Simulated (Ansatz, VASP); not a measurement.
**As: VASP beside Ansatz**

Contents of INCAR:

```
ALGO = Normal ; EDIFF = 1E-6
EDIFFG = -0.04 ; ENCUT = 600
GGA = PE ; IBRION = 2
ISIF = 3 ; ISMEAR = 0
LASPH = T ; LCHARG = F
LREAL = F ; LWAVE = F
NELM = 60 ; NSW = 90
PREC = Accurate ; SIGMA = 0.1
```

File KPOINTS:

```
k-points
0
Gamma
  4 4 4
```

The input POSCAR:

```
As
1.0
    5.3033822514     -3.7483001533      0.0000000000
    5.3033822514      3.7483001533      0.0000000000
   -2.1882141112      0.0000000000      4.4275057156
As
8
Direct
    0.8260000000      0.8260000000      0.1740000000
    0.1740000000      0.1740000000      0.8260000000
    0.2480000000      0.2480000000      0.1860000000
    0.7520000000      0.7520000000      0.8140000000
    0.7691000000      0.3029000000      0.1810000000
    0.6971000000      0.2309000000      0.8190000000
    0.2309000000      0.6971000000      0.8190000000
    0.3029000000      0.7691000000      0.1810000000
```

Input for Ansatz:

```yaml
crystal:
  lattice:
    - [5.3033822514, -3.7483001533, 0.0]
    - [5.3033822514, 3.7483001533, 0.0]
    - [-2.1882141112, 0.0, 4.4275057156]
  atoms:
    - { symbol: As, position: [0.826, 0.826, 0.174] }
    - { symbol: As, position: [0.174, 0.174, 0.826] }
    - { symbol: As, position: [0.248, 0.248, 0.186] }
    - { symbol: As, position: [0.752, 0.752, 0.814] }
    - { symbol: As, position: [0.7691, 0.3029, 0.181] }
    - { symbol: As, position: [0.6971, 0.2309, 0.819] }
    - { symbol: As, position: [0.2309, 0.6971, 0.819] }
    - { symbol: As, position: [0.3029, 0.7691, 0.181] }
basis:
  ecutwfc: 420
kpoints:
  mp_grid: { grid: [4, 4, 4] }
hamiltonian:
  xc: pbe
scf:
  occupations: { method: gaussian, width: 0.1 }
  lower_state_search: "off"
output:
  forces: true
  stress: true
  eigenvalues: true
relax:
  adjacent_minimum: "off"
  f_tol: 0.04
  max_steps: 70
  cell: { stress_tol: 0.4 }
```

Alike in both runs: task relaxation of cell and atoms; functional PBE; k mesh 4 × 4 × 4; occupations gaussian, width 0.1 eV; no spin polarisation.

|  | VASP | Ansatz |
| --- | --- | --- |
| version | VASP 6.6.1 | Ansatz 0.2.0 |
| potentials or method | VASP PAW PBE potentials, release 64 (As), cutoff 600 eV | scalar-relativistic, plane waves, PAW |
| valence electrons in the cell | 40 | 120 |

Ansatz gave:

* relaxed volume (Å³/atom): 22.49
* relaxed cell length with the largest relative difference (Å): 5.646

**Question.** Estimate VASP's values.

**Answer.** Relaxed volume (Å³/atom): 43.82; relaxed cell length with the largest relative difference (Å): 8.621.

One of these differences is far larger than is usual between the two programs; its cause wasn't traced. VASP's potentials hold 40 valence electrons a cell and Ansatz's 120, so a difference there can come from the potentials and not from the codes.

Noted on VASP's run: the volume moved by over 15 % at a fixed basis, so the end points are rough.
